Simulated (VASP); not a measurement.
# H4CO in VASP: a series of runs

H4CO is run at these levels: LDA; tasks: single point.

All numbers are computed with VASP 6.6.1; they aren't measurements. Logs are shortened: lines on timing, memory, paths and dates and some standing lists are left out, and cuts for length are marked.

### Step 1. The cell of the first run

The cell holds an amorphous packing of atoms, 36 atoms: a = 7.126 Å, b = 7.126 Å, c = 7.126 Å, α = 90.00°, β = 90.00°, γ = 90.00°.

### Step 2. Single point, LDA

INCAR

```
SYSTEM = H4CO
PREC = Accurate
ENCUT = 520
EDIFF = 1E-6
ISMEAR = -1
SIGMA = 0.05
LREAL = Auto
LASPH = .True.
NELM = 80
ALGO = Normal
ISIF = 2
LWAVE = .False.
LCHARG = .True.
LELF = .True.
LVHAR = .True.
NBANDS = 66
```

KPOINTS

```
Automatic mesh
0
Gamma
  1 1 1
  0 0 0
```

POSCAR

```
H4CO
1.0
    7.1256230000      0.0000000000      0.0000000000
    0.0000000000      7.1256230000      0.0000000000
    0.0000000000      0.0000000000      7.1256230000
C O H
6 6 24
Direct
    0.6948313492      0.0670753213      0.1210089113
    0.8090582631      0.5529601782      0.7572146796
    0.3624036327      0.5436202819      1.0265200417
    0.1866321683      0.8754734613      0.3927659458
    0.1395773334      0.3538998711      0.4428621865
    0.4895350829      1.0771101335      0.6792226917
    0.7838562697      0.0340347066      0.2911203821
    0.8627324715      0.7450062591      0.7528504932
    0.2768961024      0.3654498206      1.0011803899
    0.1042162775      0.9601299720      0.5484877889
    0.0582562366      0.2810937152      0.2787160557
    0.5113586736      0.8847976206      0.7154506734
    0.5933290460     -0.0469801829      0.0923091820
    0.8945060464      0.1210802096      0.3002861136
    0.6143034416      0.2017519704      0.1184522191
    0.7948152834      0.0733210425      0.0004625413
    0.8137209875      0.5009493519      0.6118622550
    0.8690433543      0.7939833863      0.8808320002
    0.9065804676      0.4685240366      0.8433267815
    0.6641999960      0.5384419419      0.8109958951
    0.2722769599      0.6228093578      1.1249376053
    0.3540918572      0.2844891255      0.9210538755
    0.5038093506      0.5307225288      1.0909025659
    0.3727509676      0.6242773502      0.8938760001
    0.3200753140      0.9479594014      0.3609210284
    0.0116081096      0.8735653742      0.6047306393
    0.2220026845      0.7257221921      0.4197776760
    0.0933628368      0.8829410606      0.2676348781
    0.0849930341      0.4959175921      0.4748732495
    0.1443658916      0.3038244038      0.1679506976
    0.1073963607      0.2567662849      0.5602868924
    0.2947608246      0.3636696677      0.4311305230
    0.3369000698      1.1056404553      0.6707075008
    0.6453191792      0.8528866694      0.6990900802
    0.5555780055      1.1661047287      0.7925576116
    0.5565425708      1.1187853099      0.5438655487
```

Potentials or basis: VASP PAW LDA potentials, release 64 (C, O, H).

Started as:

```
$ cat potpaw_LDA.64/C/POTCAR potpaw_LDA.64/O/POTCAR potpaw_LDA.64/H/POTCAR > POTCAR
$ mpirun -np 1 vasp_gam > vasp.out
```

OUTCAR:

```text
SYSTEM = H4CO
   PREC = Accurate
   ENCUT = 520
   EDIFF = 1E-6
   ISMEAR = -1
   LREAL = Auto
   LASPH = .True.
   NELM = 80
   ISIF = 2

 ion  position               nearest neighbor table
   1  0.695  0.067  0.121-  13 1.11  16 1.12  15 1.12   7 1.39
   2  0.809  0.553  0.757-  17 1.10  19 1.11  20 1.11   8 1.42
   3  0.362  0.544  0.027-  21 1.11  24 1.11  23 1.11   9 1.42
   4  0.187  0.875  0.393-  25 1.11  27 1.11  28 1.11  10 1.39
   5  0.140  0.354  0.443-  29 1.11  31 1.11  32 1.11  11 1.40
   6  0.490  0.077  0.679-  33 1.11  36 1.12  35 1.13  12 1.40
   7  0.784  0.034  0.291-  14 1.01   1 1.39
   8  0.863  0.745  0.753-  18 0.98   2 1.42
   9  0.277  0.365  0.001-  22 0.98   3 1.42
  10  0.104  0.960  0.548-  26 0.99   4 1.39
  11  0.058  0.281  0.279-  30 1.01   5 1.40
  12  0.511  0.885  0.715-  34 0.99   6 1.40
  13  0.593  0.953  0.092-   1 1.11
  14  0.895  0.121  0.300-   7 1.01
  15  0.614  0.202  0.118-   1 1.12
  16  0.795  0.073  0.000-   1 1.12
  17  0.814  0.501  0.612-   2 1.10
[... 17 lines left out ...]
  35  0.556  0.166  0.793-   6 1.13
  36  0.557  0.119  0.544-   6 1.12

  LATTYP: Found a simple cubic cell.
 ALAT       =     7.1256230000

  Lattice vectors:

 A1 = (   7.1256230000,   0.0000000000,   0.0000000000)
 A2 = (   0.0000000000,   7.1256230000,   0.0000000000)
 A3 = (   0.0000000000,   0.0000000000,   7.1256230000)

Analysis of symmetry for initial positions (statically):
=====================================================================
 Subroutine PRICEL returns:
 Original cell was already a primitive cell.

 Routine SETGRP: Setting up the symmetry group for a
 simple cubic supercell.

 Subroutine GETGRP returns: Found  1 space group operations
 (whereof  1 operations were pure point group operations)
 out of a pool of 48 trial point group operations.

The static configuration has the point symmetry C_1 .

Analysis of symmetry for dynamics (positions and initial velocities):
=====================================================================
 Subroutine PRICEL returns:
 Original cell was already a primitive cell.

 Routine SETGRP: Setting up the symmetry group for a
 simple cubic supercell.

 Subroutine GETGRP returns: Found  1 space group operations
 (whereof  1 operations were pure point group operations)
 out of a pool of 48 trial point group operations.

The dynamic configuration has the point symmetry C_1 .

[... 145 lines left out ...]
   NSW    =      0    number of steps for IOM
   IBRION =     -1    ionic relax: 0-MD 1-quasi-New 2-CG
   NFREE  =      0    steps in history (QN), initial steepest desc. (CG)
   ISIF   =      2    stress and relaxation
   ISYM   =      2    0-nonsym 1-usesym 2-fastsym
   POTIM  = 0.5000    time-step for ionic-motion
   TEBEG  =    0.0;   TEEND  =   0.0 temperature during run
   PSTRESS=    0.0 pullay stress
   NELECT =      84.0000    total number of electrons
   NUPDOWN=      -1.0000    fix difference up-down
   EMIN   =  10.00;   EMAX   =-10.00  energy-range for DOS
   EFERMI =   0.00;   METHOD = LEGACY
   ISMEAR =    -1;   SIGMA  =   0.05  broadening in eV -4-tet -1-fermi 0-gaus
   EFERMI_NEDOS =   21; number of points for ismear=-14 and -15
   IALGO  =     38    algorithm
   IMIX   =      4    mixing-type and parameters
     AMIX     =   0.40;   BMIX     =  1.00
     AMIX_MAG =   1.60;   BMIX_MAG =  1.00
  volume/ion in A,a.u.               =      10.05        67.82
  Fermi-wavevector in a.u.,A,eV,Ry     =   1.006186  1.901416 13.774687  1.012411
  Thomas-Fermi vector in A             =   2.138913
   LORBIT       =      0    0 simple, 1 ext, 2 COOP (PROOUT), +10 PAW based schemes
   GGA     = CA    functional components
   LHFCALC =     F    Hartree Fock is set to
   AEXX    =    0.0000 exact exchange contribution
   IVDW    =     0    specifies the selected vdW correction
   LEPSILON=     F    determine dielectric tensor
   LRPA    =     F    only Hartree local field effects (RPA)
 non-spin polarized calculation
  energy-cutoff  :      520.00
  volume of cell :      361.80
 maximum number of plane-waves:      4886
 NGX is ok and might be reduce to    54
   NGX = 27   NGY = 27   NGZ = 27

 number of electron      84.0000005 magnetization

 Free energy of the ion-electron system (eV)
  ---------------------------------------------------
  ext. energy  EPLUGINS =         0.00000000
  ---------------------------------------------------
  free energy    TOTEN  =      -193.06349218 eV

  energy without entropy =     -193.06349218  energy(sigma->0) =     -193.06349218

 E-fermi :  -1.1674     XC(G=0):  -7.2568

 val. band max:       -2.4106852961   @ k =   0.0000   0.0000   0.0000
 cond. band min:       1.6182962919   @ k =   0.0000   0.0000   0.0000
 fundamental gap:      4.0289815880
 Fermi energy:        -1.1674298778

 k-point     1 :       0.0000    0.0000    0.0000
  band No.  band energies     occupation
      1     -23.3456      2.00000
      2     -23.0034      2.00000
      3     -21.9924      2.00000
      4     -21.7763      2.00000
      5     -21.6953      2.00000
      6     -21.4640      2.00000
[... 46 lines left out ...]
     53       5.1446      0.00000
     54       5.3292      0.00000
 [bands above 54 left out]

------------------------ aborting loop because EDIFF is reached ----------------------------------------

  FORCE on cell =-STRESS in cart. coord.  units (eV):
  Direction    XX          YY          ZZ          XY          YZ          ZX
  --------------------------------------------------------------------------------------
  -------------------------------------------------------------------------------------
  Total       -1.0157037     -1.0880963     -2.2224644     -0.2011568      0.1031764      0.4639749
  in kB       -4.4978927     -4.8184725     -9.8418529     -0.8907929      0.4569015      2.0546439
  external PRESSURE =      -6.3860727 kB  Pullay stress =       0.0000000 kB

 VOLUME and BASIS-vectors are now :
 -----------------------------------------------------------------------------
  energy-cutoff  :      520.00
  volume of cell :      361.80
      direct lattice vectors                 reciprocal lattice vectors
     7.125623000  0.000000000  0.000000000     0.140338606  0.000000000  0.000000000
     0.000000000  7.125623000  0.000000000     0.000000000  0.140338606  0.000000000
     0.000000000  0.000000000  7.125623000     0.000000000  0.000000000  0.140338606

 POSITION                                       TOTAL-FORCE (eV/Angst)
 -----------------------------------------------------------------------------------
      4.95111      0.47795      0.86226        -0.146886     -0.003817     -0.147547
      5.76504      3.94019      5.39563        -0.051926     -0.212620     -0.016076
      2.58235      3.87363      0.18897         0.025476      0.159996      0.041275
      1.32987      6.23829      2.79870         0.151206     -0.146435     -0.185412
      0.99458      2.52176      3.15567         0.032248      0.075246      0.197960
      3.48824      0.54946      4.83988         0.013417      0.157041      0.005175
[... 28 lines left out ...]
      3.95884      1.18360      5.64747        -0.048724     -0.069836     -0.130787
      3.96571      0.84642      3.87538        -0.034844     -0.024108      0.155126
 -----------------------------------------------------------------------------------
    total drift:                               -0.021769     -0.019023     -0.018802

  FREE ENERGIE OF THE ION-ELECTRON SYSTEM (eV)
  ---------------------------------------------------
  free  energy   TOTEN  =      -193.0634921786 eV

  energy  without entropy=     -193.0634921785  energy(sigma->0) =     -193.06349218
```

OSZICAR:

```text
N       E                     dE             d eps       ncg     rms          rms(c)
DAV:   1     0.579532909348E+03    0.57953E+03   -0.43577E+04   132   0.116E+03
DAV:   2    -0.137763528409E+03   -0.71730E+03   -0.68130E+03   166   0.265E+02
DAV:   3    -0.210311702726E+03   -0.72548E+02   -0.72053E+02   160   0.902E+01
DAV:   4    -0.211926202354E+03   -0.16145E+01   -0.16081E+01   168   0.151E+01
DAV:   5    -0.211961632006E+03   -0.35430E-01   -0.35379E-01   168   0.212E+00    0.239E+01
DAV:   6    -0.195802967337E+03    0.16159E+02   -0.31614E+01   160   0.193E+01    0.109E+01
DAV:   7    -0.193570187817E+03    0.22328E+01   -0.34004E+00   168   0.679E+00    0.560E+00
DAV:   8    -0.193080634242E+03    0.48955E+00   -0.11520E+00   160   0.496E+00    0.108E+00
DAV:   9    -0.193057864921E+03    0.22769E-01   -0.19245E-01   160   0.215E+00    0.553E-01
DAV:  10    -0.193062265151E+03   -0.44002E-02   -0.47143E-02   160   0.794E-01    0.343E-01
DAV:  11    -0.193061771697E+03    0.49345E-03   -0.14385E-02   168   0.590E-01    0.196E-01
DAV:  12    -0.193063219743E+03   -0.14480E-02   -0.54418E-03   144   0.335E-01    0.639E-02
DAV:  13    -0.193063389244E+03   -0.16950E-03   -0.12563E-03   168   0.142E-01    0.383E-02
DAV:  14    -0.193063466319E+03   -0.77075E-04   -0.15942E-04   152   0.582E-02    0.150E-02
DAV:  15    -0.193063487399E+03   -0.21079E-04   -0.25211E-05   160   0.235E-02    0.848E-03
DAV:  16    -0.193063491693E+03   -0.42943E-05   -0.12891E-05   152   0.157E-02    0.476E-03
DAV:  17    -0.193063492179E+03   -0.48572E-06   -0.13516E-06   128   0.648E-03
   1 F= -.19306349E+03 E0= -.19306349E+03  d E =-.412501E-10
```

stdout:

```text
POSCAR found type information on POSCAR C O H
 POSCAR found :  3 types and      36 ions
 scaLAPACK will be used
 LDA part: xc-table for (Slater(with rela. corr.)+CA(PZ))
 , standard interpolation
 POSCAR, INCAR and KPOINTS ok, starting setup
 FFT: planning ... GRIDC
 FFT: planning ... GRID_SOFT
 FFT: planning ... GRID
 WAVECAR not read
 entering main loop
```

Run time: 37 s. Hardware: 1 thread of Intel Xeon Platinum 8259CL at 2.50GHz (Skylake/Cascade Lake), shared host; peak memory 0.28 GiB.

Results:

- Free energy: -193.0635 eV
- Pressure: -0.6 GPa
- Largest force: 0.281 eV/Å
- Band gap on the k mesh: 4.03 eV

Forces in eV/Å, atoms in the order of the input:
```
C   -0.147 -0.004 -0.148
C   -0.052 -0.213 -0.016
C    0.025  0.160  0.041
C    0.151 -0.146 -0.185
C    0.032  0.075  0.198
C    0.013  0.157  0.005
O    0.041 -0.113  0.161
O   -0.017  0.186 -0.107
O   -0.099  0.074 -0.024
O   -0.107  0.010  0.148
O    0.130 -0.055 -0.189
O   -0.070  0.113  0.044
H    0.011  0.028 -0.029
H    0.076  0.097  0.010
H    0.007  0.009  0.012
H   -0.007  0.002 -0.029
H   -0.002  0.000  0.021
H    0.055  0.064  0.116
H    0.017  0.002 -0.011
H    0.039 -0.016  0.005
H    0.063 -0.025 -0.043
H    0.054 -0.147 -0.082
H   -0.062 -0.007 -0.023
H   -0.004  0.002  0.026
H   -0.043  0.003 -0.005
H   -0.082 -0.016  0.076
H    0.003 -0.013  0.017
H    0.035  0.008  0.006
H    0.036  0.045 -0.004
H   -0.178 -0.093  0.114
H    0.009  0.111 -0.115
H   -0.053 -0.021 -0.019
H    0.082 -0.053 -0.010
H    0.126 -0.130  0.013
H   -0.049 -0.070 -0.131
H   -0.035 -0.024  0.155
```

Caveat: the k points lie up to 0.88 Å⁻¹ apart.

(Part 1 of 3 ends here.)
